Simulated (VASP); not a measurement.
# Sc (a cell with a defect) in VASP: further runs

Sc (a cell with a defect) is run at these levels: PBE+D3(BJ); tasks: single point.

Program: VASP 6.6.1. These are calculated values, not measurements. Logs are shortened: lines on timing, memory, paths and dates and some standing lists are left out, and cuts for length are marked.

## Step 1: The cell of the first run

The cell holds a defect, 13 atoms: a = 6.620 Å, b = 9.930 Å, c = 5.276 Å, α = 90.00°, β = 90.00°, γ = 120.00°.

## Step 2: Single point, PBE+D3(BJ)

INCAR

```
SYSTEM = Sc
PREC = Accurate
ENCUT = 520
EDIFF = 1E-6
ISMEAR = 0
SIGMA = 0.05
LREAL = .FALSE.
LASPH = .TRUE.
NELM = 60
ALGO = Normal
ISIF = 2
LWAVE = .FALSE.
LCHARG = .FALSE.
GGA = PE
IVDW = 12
NBANDS = 84
```

KPOINTS

```
Automatic mesh
0
G
  3 2 3
  0 0 0
```

POSCAR

```
Sc
1.0
    6.6200000000      0.0000000000      0.0000000000
   -4.9650000000      8.5996320000      0.0000000000
    0.0000000000      0.0000000000      5.2761400000
Sc
13
Direct
    0.0173217440      0.0109711014     -0.0244064264
    0.1913554384      0.1928783309      0.4874062116
   -0.0668069574      0.2828003402      0.1338448728
    0.1917339134      0.6023289257      0.3878588850
    0.0028896919      0.6529495159     -0.0663666664
    0.1541093722      0.8847211492      0.4810133899
    0.4828240917     -0.0100810985      0.0162358177
    0.6836021529      0.2312999393      0.5842099123
    0.5137238634      0.3240472040      0.0346362393
    0.6850184237      0.5614239405      0.4700277659
    0.5652770336      0.7101373254     -0.0208267621
    0.6847539950      0.9056926925      0.4916148167
    0.2295335373      0.4343181334      0.7721828436
```

Potentials or basis: VASP PAW PBE potentials, release 64 (Sc_sv).

Command:

```sh
> cat potpaw_PBE.64/Sc_sv/POTCAR > POTCAR
> mpirun -np 1 vasp_std > vasp.out
```

OUTCAR:

```text
SYSTEM = Sc
   PREC = Accurate
   ENCUT = 520
   EDIFF = 1E-6
   ISMEAR = 0
   LREAL = .FALSE.
   LASPH = .TRUE.
   NELM = 60
   ISIF = 2
   GGA = PE
   IVDW = 12
 IVDW          = 12

 ion  position               nearest neighbor table
   1  0.017  0.011  0.976-  11 2.99   2 3.02   3 3.13   2 3.13  12 3.19   7 3.20   6 3.22   9 3.22
                             6 3.26  12 3.32
   2  0.191  0.193  0.487-  13 2.73   6 2.94   3 2.95   1 3.02   9 3.03   8 3.13   1 3.13  12 3.13

   3  0.933  0.283  0.134-  13 2.61   8 2.79   2 2.95   7 3.01   9 3.05   4 3.06   1 3.13   8 3.25

   4  0.192  0.602  0.388-  13 2.72   5 2.86   6 2.98  11 3.04   3 3.06  12 3.19  10 3.20   5 3.28

   5  0.003  0.653  0.934-   4 2.86  10 3.05   6 3.11  11 3.23   4 3.28   7 3.29   9 3.30  13 3.31
                            10 3.37
   6  0.154  0.885  0.481-   2 2.94   4 2.98   7 3.09   5 3.11  10 3.16   1 3.22  12 3.22   1 3.26
                             7 3.40  12 3.41
   7  0.483  0.990  0.016-   3 3.01   8 3.09   6 3.09  11 3.09  12 3.15   1 3.20   9 3.22   5 3.29
                            12 3.36   6 3.40
   8  0.684  0.231  0.584-   3 2.79   9 2.97   7 3.09   2 3.13   3 3.25  12 3.27  13 3.29  10 3.33
                             9 3.40
   9  0.514  0.324  0.035-  13 2.95   8 2.97   2 3.03   3 3.05  10 3.07   1 3.22   7 3.22   5 3.30
                             8 3.40
  10  0.685  0.561  0.470-   5 3.05  13 3.07   9 3.07   6 3.16   4 3.20  11 3.27   8 3.33  11 3.35
                             5 3.37  12 3.42
  11  0.565  0.710  0.979-  13 2.75   1 2.99   4 3.04  12 3.08   7 3.09  12 3.19   5 3.23  10 3.27
                            10 3.35
  12  0.685  0.906  0.492-  11 3.08   2 3.13   7 3.15   1 3.19  11 3.19   4 3.19   6 3.22   8 3.27
                             1 3.32   7 3.36   6 3.41  10 3.42
  13  0.230  0.434  0.772-   3 2.61   4 2.72   2 2.73  11 2.75   9 2.95  10 3.07   8 3.29   5 3.31

  LATTYP: Found a simple monoclinic cell.
 ALAT       =     6.6200000000
 B/A-ratio  =     0.7970000000
 C/A-ratio  =     1.3228756170
 COS(beta)  =    -0.1889822420

  Lattice vectors:

 A1 = (   6.6200000000,   0.0000000000,   0.0000000000)
 A2 = (   0.0000000000,   0.0000000000,   5.2761400000)
 A3 = (  -1.6550000000,  -8.5996320000,   0.0000000000)

Analysis of symmetry for initial positions (statically):
=====================================================================
 Subroutine PRICEL returns:
 Original cell was already a primitive cell.

 Routine SETGRP: Setting up the symmetry group for a
 simple monoclinic supercell.

 Subroutine GETGRP returns: Found  1 space group operations
 (whereof  1 operations were pure point group operations)
 out of a pool of  4 trial point group operations.

The static configuration has the point symmetry C_1 .

Analysis of symmetry for dynamics (positions and initial velocities):
=====================================================================
 Subroutine PRICEL returns:
 Original cell was already a primitive cell.

 Routine SETGRP: Setting up the symmetry group for a
 simple monoclinic supercell.

 Subroutine GETGRP returns: Found  1 space group operations
 (whereof  1 operations were pure point group operations)
 out of a pool of  4 trial point group operations.

The dynamic configuration has the point symmetry C_1 .

 Subroutine INISYM returns: Found  1 space group operations
 (whereof  1 operations are pure point group operations),
 and found     1 'primitive' translations

----------------------------------------------------------------------------------------

                                     Primitive cell

  volume of cell :     300.3683

  direct lattice vectors                    reciprocal lattice vectors
     6.620000000  0.000000000  0.000000000     0.151057402  0.087213034  0.000000000
    -4.965000000  8.599632000  0.000000000     0.000000000  0.116284046  0.000000000
     0.000000000  0.000000000  5.276140000     0.000000000  0.000000000  0.189532499

  length of vectors
     6.620000000  9.929999775  5.276140000     0.174426065  0.116284046  0.189532499

  position of ions in fractional coordinates (direct lattice)
     0.017321744  0.010971101  0.975593574
     0.191355438  0.192878331  0.487406212
[... 64 lines left out ...]
|     Results are often still useful ...                                      |
|                                                                             |
 -----------------------------------------------------------------------------

 Subroutine IBZKPT returns following result:
 ===========================================

 Found     10 irreducible k-points:

 Following reciprocal coordinates:
            Coordinates               Weight
  0.000000  0.000000  0.000000      1.000000
  0.333333  0.000000  0.000000      2.000000
  0.000000  0.500000  0.000000      1.000000
  0.333333  0.500000  0.000000      2.000000
  0.000000  0.000000  0.333333      2.000000
  0.333333  0.000000  0.333333      2.000000
 -0.333333 -0.000000  0.333333      2.000000
  0.000000  0.500000  0.333333      2.000000
  0.333333  0.500000  0.333333      2.000000
 -0.333333  0.500000  0.333333      2.000000
   k-points           NKPTS =     10   k-points in BZ     NKDIM =     10   number of bands    NBANDS=     84
   number of dos      NEDOS =    301   number of ions     NIONS =     13
   total plane-waves  NPLWV = 160000
   dimension x,y,z NGX =    50 NGY =   80 NGZ =   40
   dimension x,y,z NGXF=   100 NGYF=  160 NGZF=   80
   ions per type =              13
   NGX,Y,Z   is equivalent  to a cutoff of  12.56, 13.39, 12.60 a.u.
   NGXF,Y,Z  is equivalent  to a cutoff of  25.11, 26.79, 25.21 a.u.
 SYSTEM =  Sc
   PREC   = accura    normal or accurate (medium, high low for compatibility)
   ISTART =      0    job   : 0-new  1-cont  2-samecut
   ICHARG =      2    charge: 1-file 2-atom 10-const
   ISPIN  =      1    spin polarized calculation?
   LNONCOLLINEAR =      F non collinear calculations
   LSORBIT =      F    spin-orbit coupling
   LASPH  =      T    aspherical Exc in radial PAW
   ENCUT  =  520.0 eV  38.22 Ry    6.18 a.u.  12.31 18.46  9.81*2*pi/ulx,y,z
   NELM   =     60;   NELMIN=  2; NELMDL= -5     # of ELM steps
   EDIFF  = 0.1E-05   stopping-criterion for ELM
   LREAL  =      F    real-space projection
   EDIFFG = 0.1E-04   stopping-criterion for IOM
   NSW    =      0    number of steps for IOM
   IBRION =     -1    ionic relax: 0-MD 1-quasi-New 2-CG
   NFREE  =      0    steps in history (QN), initial steepest desc. (CG)
   ISIF   =      2    stress and relaxation
   ISYM   =      2    0-nonsym 1-usesym 2-fastsym
   POTIM  = 0.5000    time-step for ionic-motion
   TEBEG  =    0.0;   TEEND  =   0.0 temperature during run
   PSTRESS=    0.0 pullay stress
   NELECT =     143.0000    total number of electrons
   NUPDOWN=      -1.0000    fix difference up-down
   EMIN   =  10.00;   EMAX   =-10.00  energy-range for DOS
   EFERMI =   0.00;   METHOD = LEGACY
   ISMEAR =     0;   SIGMA  =   0.05  broadening in eV -4-tet -1-fermi 0-gaus
   EFERMI_NEDOS =   21; number of points for ismear=-14 and -15
   IALGO  =     38    algorithm
   IMIX   =      4    mixing-type and parameters
     AMIX     =   0.40;   BMIX     =  1.00
     AMIX_MAG =   1.60;   BMIX_MAG =  1.00
  volume/ion in A,a.u.               =      23.11       155.92
  Fermi-wavevector in a.u.,A,eV,Ry     =   1.278308  2.415652 22.232885  1.634071
  Thomas-Fermi vector in A             =   2.410858
   LORBIT       =      0    0 simple, 1 ext, 2 COOP (PROOUT), +10 PAW based schemes
   GGA     = PE    functional components
   LHFCALC =     F    Hartree Fock is set to
   AEXX    =    0.0000 exact exchange contribution
   IVDW    =    12    specifies the selected vdW correction
   LEPSILON=     F    determine dielectric tensor
   LRPA    =     F    only Hartree local field effects (RPA)
 non-spin polarized calculation
 Gauss-broadening in eV      SIGMA  =   0.05
  energy-cutoff  :      520.00
  volume of cell :      300.37
 maximum number of plane-waves:      8103
 NGX is ok and might be reduce to    50
   NGX = 25   NGY = 37   NGZ = 19

 number of electron     143.0000004 magnetization

 Free energy of the ion-electron system (eV)
  ---------------------------------------------------
  ext. energy  EPLUGINS =         0.00000000
  ---------------------------------------------------
  free energy    TOTEN  =       -78.83433122 eV

  energy without entropy =      -78.81029665  energy(sigma->0) =      -78.82231394

 E-fermi :   4.0032     XC(G=0): -10.1187

 val. band max:        3.9973399012   @ k =  -0.3333   0.5000   0.3333
 cond. band min:       4.0150808634   @ k =  -0.3333  -0.0000   0.3333
 fundamental gap:      0.0177409622
 Fermi energy:         4.0032013349

 k-point     1 :       0.0000    0.0000    0.0000
  band No.  band energies     occupation
      1     -45.3346      2.00000
      2     -45.3151      2.00000
      3     -45.2812      2.00000
      4     -45.2649      2.00000
      5     -45.2417      2.00000
      6     -45.2316      2.00000
[... 849 lines left out ...]
     82       4.9782      0.00000
     83       5.0332      0.00000
 [bands above 83 left out]

------------------------ aborting loop because EDIFF is reached ----------------------------------------

 Edisp (eV)   -5.40254

 E8    (eV) :    -2.6238

  FORCE on cell =-STRESS in cart. coord.  units (eV):
  Direction    XX          YY          ZZ          XY          YZ          ZX
  --------------------------------------------------------------------------------------
  -------------------------------------------------------------------------------------
  Total       0.13283     2.40988     3.38774     0.26854    -1.59779    -0.79945
  in kB       0.70853    12.85440    18.07036     1.43243    -8.52268    -4.26429
  external pressure =       10.54 kB  Pullay stress =        0.00 kB

 VOLUME and BASIS-vectors are now :
 -----------------------------------------------------------------------------
  energy-cutoff  :      520.00
  volume of cell :      300.37
      direct lattice vectors                 reciprocal lattice vectors
     6.620000000  0.000000000  0.000000000     0.151057402  0.087213034  0.000000000
    -4.965000000  8.599632000  0.000000000     0.000000000  0.116284046  0.000000000
     0.000000000  0.000000000  5.276140000     0.000000000  0.000000000  0.189532499

 POSITION                                       TOTAL-FORCE (eV/Angst)
 -----------------------------------------------------------------------------------
      0.06020      0.09435      5.14737        -0.007585      0.005188      0.001895
      0.30913      1.65868      2.57162         0.008797     -0.008763      0.000811
      4.77363      2.43198      0.70618        -0.000693     -0.002670      0.006559
     -1.72128      5.17981      2.04640         0.000028      0.010833      0.003518
     -3.22276      5.61513      4.92598        -0.005094     -0.000801     -0.004452
     -3.37244      7.60828      2.53789         0.004812     -0.006016      0.002622
     -1.71865      8.51294      0.08566         0.002189     -0.007145      0.004292
      3.37704      1.98909      3.08237        -0.004921      0.001580      0.001528
      1.79196      2.78669      0.18275         0.005181      0.003647     -0.004353
      1.74735      4.82804      2.47993        -0.004243      0.002990     -0.001201
      0.21630      6.10692      5.16626         0.009093      0.004729     -0.004315
      0.03631      7.78862      2.59383        -0.002712     -0.001443     -0.006789
     -0.63688      3.73498      4.07414        -0.004853     -0.002129     -0.000114
 -----------------------------------------------------------------------------------
    total drift:                                0.000157      0.000092      0.000298

  FREE ENERGIE OF THE ION-ELECTRON SYSTEM (eV)
  ---------------------------------------------------
  free  energy   TOTEN  =       -84.2368734345 eV

  energy  without entropy=      -84.2128388635  energy(sigma->0) =      -84.22485615
```

Run time: 7.9 min. Hardware: 1 thread of Intel Xeon Platinum 8375C at 2.90GHz (Ice Lake), shared host; peak memory 0.44 GiB.

What came out:

| Quantity | Value |
| --- | --- |
| Free energy | -84.2369 eV |
| Pressure | 1.1 GPa |
| Largest force | 0.012 eV/Å |
| Band gap on the k mesh | zero (an odd number of electrons rules out a gap without spin polarisation) |
| Dispersion energy per atom | -0.416 eV |

Forces in eV/Å, atoms in the order of the input:
```
Sc  -0.008  0.005  0.002
Sc   0.009 -0.009  0.001
Sc  -0.001 -0.003  0.007
Sc   0.000  0.011  0.004
Sc  -0.005 -0.001 -0.004
Sc   0.005 -0.006  0.003
Sc   0.002 -0.007  0.004
Sc  -0.005  0.002  0.002
Sc   0.005  0.004 -0.004
Sc  -0.004  0.003 -0.001
Sc   0.009  0.005 -0.004
Sc  -0.003 -0.001 -0.007
Sc  -0.005 -0.002  0.000
```

Stress tensor (GPa, compression positive):
```
 0.07  0.14 -0.43
 0.14  1.29 -0.85
-0.43 -0.85  1.81
```

Caveat: the k points lie up to 0.40 Å⁻¹ apart, too coarse for converged energies and pressures of a metal.

## Step 3: Single point, PBE+D3(BJ)

INCAR

```
PREC = Accurate
ENCUT = 520
EDIFF = 1E-6
ISMEAR = 0
SIGMA = 0.05
LREAL = False
LASPH = True
NELM = 60
ALGO = Normal
ISIF = 2
LWAVE = False
LCHARG = False
GGA = PE
IVDW = 12
NBANDS = 84
```

KPOINTS

```
Automatic mesh
0
Gamma
  3 2 3
```

POSCAR

```
Sc
1.0
    6.6200000000      0.0000000000      0.0000000000
   -4.9650000000      8.5996320000      0.0000000000
    0.0000000000      0.0000000000      5.2761400000
Sc
13
Direct
   -0.0176845084     -0.0161356520     -0.0088743834
    0.1018058463      0.1791530712      0.4791121877
   -0.0170975610      0.3272513224     -0.0299775098
    0.1528765194      0.5645566427      0.5343492939
   -0.0156439371      0.6577830437      0.0834192054
    0.1849472810      0.8998981803      0.5164702913
    0.5127042390      0.0044285890     -0.0185813676
    0.6642287365      0.2360131833      0.4338092846
    0.4761388057      0.2874857383     -0.1126185292
    0.7346822317      0.6076796076      0.6335424736
    0.4764261057      0.6964007858     -0.0109391776
    0.6501906111      0.8784739585      0.4767969011
    0.4382189098      0.4541733790      1.2721329700
```

Potentials or basis: VASP PAW PBE potentials, release 64 (Sc_sv).

Command:

```sh
> cat potpaw_PBE.64/Sc_sv/POTCAR > POTCAR
> mpirun -np 1 vasp_std > vasp.out
```

Wall time 8.8 min (1 thread of Intel Xeon Platinum 8375C at 2.90GHz (Ice Lake), shared host); peak memory 0.45 GiB.

It converged, with:

```
Free energy                : -84.2363 eV
Pressure                   : 1.1 GPa
Largest force              : 0.027 eV/Å
Band gap on the k mesh     : zero (an odd number of electrons rules out a gap without spin polarisation)
Dispersion energy per atom : -0.416 eV
```

Forces in eV/Å, atoms in the order of the input:
```
Sc   0.018 -0.006  0.010
Sc  -0.004 -0.009 -0.001
Sc  -0.022  0.012  0.002
Sc   0.017  0.012  0.008
Sc  -0.012  0.008  0.020
Sc   0.002 -0.018 -0.014
Sc   0.001  0.008  0.007
Sc   0.018  0.003 -0.008
Sc   0.013 -0.018 -0.016
Sc  -0.001 -0.016  0.001
Sc  -0.009 -0.008 -0.011
Sc  -0.019  0.009 -0.012
Sc  -0.002  0.023  0.014
```

Stress tensor (GPa, compression positive):
```
0.09 0.13 0.41
0.13 1.29 0.85
0.41 0.85 1.79
```

Levels at points of the mesh, in eV from the Fermi level:
| k point | band 68 | band 69 | band 70 | band 71 | band 72 | band 73 | band 74 | band 75 |
| --- | --- | --- | --- | --- | --- | --- | --- | --- |
| (0.00, 0.00, 0.00) | -0.47 | -0.39 | -0.32 | -0.19 | -0.09 | 0.01 | 0.16 | 0.29 |
| (0.00, 0.50, 0.00) | -0.54 | -0.44 | -0.32 | -0.24 | -0.14 | -0.06 | 0.02 | 0.40 |

Caveat: the k points lie up to 0.40 Å⁻¹ apart, too coarse for converged energies and pressures of a metal.

## Step 4: Single point, PBE+D3(BJ)

INCAR

```
SYSTEM = Sc
PREC = Accurate
ENCUT = 520
EDIFF = 1E-6
ISMEAR = 0
SIGMA = 0.05
LREAL = .False.
LASPH = .True.
NELM = 80
ALGO = Normal
ISIF = 2
LWAVE = .False.
LCHARG = .False.
GGA = PE
IVDW = 12
NBANDS = 84
```

KPOINTS

```
Automatic mesh
0
Gamma
  3 2 3
  0 0 0
```

POSCAR

```
Sc
1.0
    6.6200000000      0.0000000000      0.0000000000
   -4.9650000000      8.5996320000      0.0000000000
    0.0000000000      0.0000000000      5.2761400000
Sc
13
Direct
    0.0161188975      0.0147156297      0.0046909294
    0.1590879674      0.2097146715      0.5025569829
   -0.0689690518      0.2949099450     -0.0432721649
    0.1719037339      0.5682859453      0.5430977950
   -0.0073128686      0.6496237281      0.0334263306
    0.1557765264      0.8852567180      0.5031140190
    0.4863604723     -0.0069254126     -0.0214253223
    0.6629043745      0.2232509484      0.4550447865
    0.5131625388      0.3002845936     -0.0437461857
    0.6820435370      0.5629039708      0.5353248777
    0.5612790287      0.7286580403     -0.0060237219
    0.6726873832      0.8975020094      0.4873619730
    0.3345983563      0.4510896513      1.1314210768
```

Command:

```sh
> cat potpaw_PBE.64/Sc_sv/POTCAR > POTCAR
> mpirun -np 1 vasp_std > vasp.out
```

Wall time 9.3 min (1 thread of Intel Xeon Platinum 8259CL at 2.50GHz (Skylake/Cascade Lake), shared host); peak memory 0.46 GiB.

The run converged. Its results:

```
Free energy                : -84.0272 eV
Pressure                   : 1.0 GPa
Largest force              : 0.171 eV/Å
Band gap on the k mesh     : zero (an odd number of electrons rules out a gap without spin polarisation)
Dispersion energy per atom : -0.415 eV
```

Forces on the atoms (eV/Å):
```
Sc   0.000 -0.010  0.007
Sc   0.006 -0.025 -0.004
Sc  -0.003  0.006 -0.081
Sc  -0.011  0.018  0.043
Sc  -0.004  0.006  0.038
Sc  -0.002 -0.003 -0.008
Sc   0.003  0.007 -0.037
Sc   0.001  0.008 -0.066
Sc   0.028 -0.016 -0.054
Sc   0.000  0.008  0.031
Sc   0.003  0.015 -0.018
Sc   0.006 -0.014 -0.019
Sc  -0.027  0.000  0.169
```

Stress tensor (GPa, compression positive):
```
 1.54 -0.04  0.05
-0.04  2.06  0.35
 0.05  0.35 -0.52
```

Levels at points of the mesh, in eV from the Fermi level:
```tsv
k point	band 69	band 70	band 71	band 72	band 73	band 74
(0.00, 0.00, 0.00)	-0.41	-0.34	-0.24	-0.21	0.07	0.17
(0.00, 0.50, 0.00)	-0.45	-0.29	-0.27	-0.16	-0.08	0.02
```

Caveat: the k points lie up to 0.40 Å⁻¹ apart, too coarse for converged energies and pressures of a metal.

(Continued in part 2 of 2.)
